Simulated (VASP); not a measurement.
Ge: single point with PBE

Ge:

```
Ge
1.0
     0.00000    2.84765    2.84765
     2.84765    0.00000    2.84765
     2.84765    2.84765    0.00000
Ge
2
Direct
  0.75000 0.75000 0.75000
  0.50000 0.50000 0.50000
```

```json
{
  "Program": "VASP 6.6.1",
  "Task": "single point",
  "Functional": "PBE",
  "Potentials or basis": "VASP PAW PBE potentials, release 64 (Ge_d)",
  "Cutoff": "520 eV",
  "k mesh": "8 × 8 × 8",
  "Occupations": "fermi-dirac, width 0.05 eV",
  "Spin": "non-collinear spin, zero start, spin-orbit coupling",
  "Starting moments": "[[0.0, 0.0, 0.0], [0.0, 0.0, 0.0]] μB",
  "Dipole correction": "no",
  "Further INCAR settings": "ALGO = Normal; EDIFF = 1e-06; NBANDS = 40"
}
```

```yaml
Pressure: 2.2 GPa
Net_moment: 0.00 μB per cell
Valence_electrons_inside_the_program's_atomic_spheres: Ge 12.40
```

Moments on the atoms (μB; x, y, z):
```
Ge  0.00 0.00 0.00
Ge  0.00 0.00 0.00
```

Wall time 97 s on 1 thread of Intel(R) Xeon(R) Platinum 8488C (Sapphire Rapids) (shared host), peak memory 0.3 GiB.
